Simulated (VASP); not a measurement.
Here is a VASP 6.6.1 calculation.

Contents of INCAR:

```
SYSTEM = NiSb
PREC = Accurate
ENCUT = 520
EDIFF = 1E-6
ISMEAR = 0
SIGMA = 0.1
LREAL = .False.
LASPH = .True.
NELM = 60
ALGO = Normal
ISIF = 2
LWAVE = .False.
LCHARG = .False.
GGA = PS
NBANDS = 23
```

The input KPOINTS:

```
regular mesh
0
Gamma
  18 18 10
  0 0 0
```

POSCAR

```
NiSb
1.0
    4.0334161294      0.0000000000      0.0000000000
   -2.0167080647      3.4930408321      0.0000000000
    0.0000000000      0.0000000000      4.9790300730
Ni Sb
2 2
Direct
    0.0000000000      0.0000000000      0.0000000000
    0.0000000000      0.0000000000      0.5000000000
    0.3333333333      0.6666666667      0.2500000000
    0.6666666667      0.3333333333      0.7500000000
```

Potentials or basis: VASP PAW PBE potentials, release 64 (Ni, Sb).

Run with:

```bash
$ cat potpaw_PBE.64/Ni/POTCAR potpaw_PBE.64/Sb/POTCAR > POTCAR
$ mpirun -np 1 vasp_std > vasp.out
```

Question: Estimate the band gap on the k mesh.

Answer: Zero (bands 15 and 16 overlap by 3.07 eV).

Question: Estimate the pressure.

Answer: -4.7 GPa.

Stress tensor (GPa, compression positive):
```
-6.38  0.00  0.00
 0.00 -6.38  0.00
 0.00  0.00 -1.18
```

Caveat: the cell differs from its parent crystal (biaxial strain in the a-b plane: +3.0 %); the stress differs along the axes, from -6 to -1 GPa; the PAW data sets were made with another functional, which shifts forces and pressure a little; spin-orbit coupling is left out, which moves the levels of the heavy elements. Spin polarisation is off, so any magnetic state and its effect on volume and gap are missing.
